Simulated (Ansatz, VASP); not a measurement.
PbF2: VASP beside Ansatz

```xyz
3
Lattice="0.0000 2.9637 2.9637 2.9637 0.0000 2.9637 2.9637 2.9637 0.0000" Properties=species:S:1:pos:R:3 pbc="T T T"
Pb    0.0000    0.0000    0.0000
F     4.4455    4.4455    4.4455
F     1.4818    1.4818    1.4818
```

Alike in both runs: functional PBE0; k mesh 6 × 6 × 6; occupations fermi-dirac, width 0.05 eV; no spin polarisation.

|  | VASP | Ansatz |
| --- | --- | --- |
| version | VASP 6.6.1 | Ansatz 0.2.0 |
| potentials or method | VASP PAW PBE potentials, release 64 (Pb_d, F) | Ansatz PAW |
| plane-wave cutoff (eV) | 520 | 420 |
| valence electrons in the cell | 28 | 28 |
| task | single point | band structure |

Ansatz gave:

| Property | Result |
| --- | --- |
| gap on the k mesh at the Fermi level (eV) | 6.49 |
| least direct gap on the mesh (eV) | 6.59 |
| pressure (GPa) | 0.8 |

Problem. Estimate VASP's values.

Solution. gap on the k mesh at the Fermi level (eV): 6.49; least direct gap on the mesh (eV): 6.59; pressure (GPa): 0.7.

Spin-orbit coupling is off throughout.
